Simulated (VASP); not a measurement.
A run of VASP 6.6.1:

Contents of INCAR:

```
SYSTEM = GaN
PREC = Accurate ; ENCUT = 520
EDIFF = 1E-7 ; ISMEAR = -1
SIGMA = 0.05 ; LREAL = .False.
LASPH = .True. ; NELM = 80
ALGO = Normal ; ISIF = 2
LWAVE = .False. ; LCHARG = .True.
GGA = PE ; IVDW = 13
LELF = .True. ; LVHAR = .True.
NBANDS = 16
```

The input KPOINTS:

```
Automatic mesh
0
Gamma
  11 11 11
  0 0 0
```

POSCAR

```
GaN
1.0
    0.0000000000      2.1103351934      2.1103351934
    2.1103351934      0.0000000000      2.1103351934
    2.1103351934      2.1103351934      0.0000000000
Ga N
1 1
Direct
    0.0000000000      0.0000000000      0.0000000000
    0.5000000000      0.5000000000      0.5000000000
```

Potentials or basis: VASP PAW PBE potentials, release 64 (Ga_d, N).

Command:

```bash
$ cat potpaw_PBE.64/Ga_d/POTCAR potpaw_PBE.64/N/POTCAR > POTCAR
$ mpirun -np 1 vasp_std > vasp.out
```

Hardware: 1 thread of Intel(R) Xeon(R) Platinum 8259CL CPU @ 2.50GHz (Skylake/Cascade Lake) (shared host).

Question: Estimate the wall time of this run.

Answer: Wall time 14 s on 1 thread of Intel(R) Xeon(R) Platinum 8259CL CPU @ 2.50GHz (Skylake/Cascade Lake), on a shared host, peak memory 0.15 GiB. Counts: scf iterations 13, k points 56.
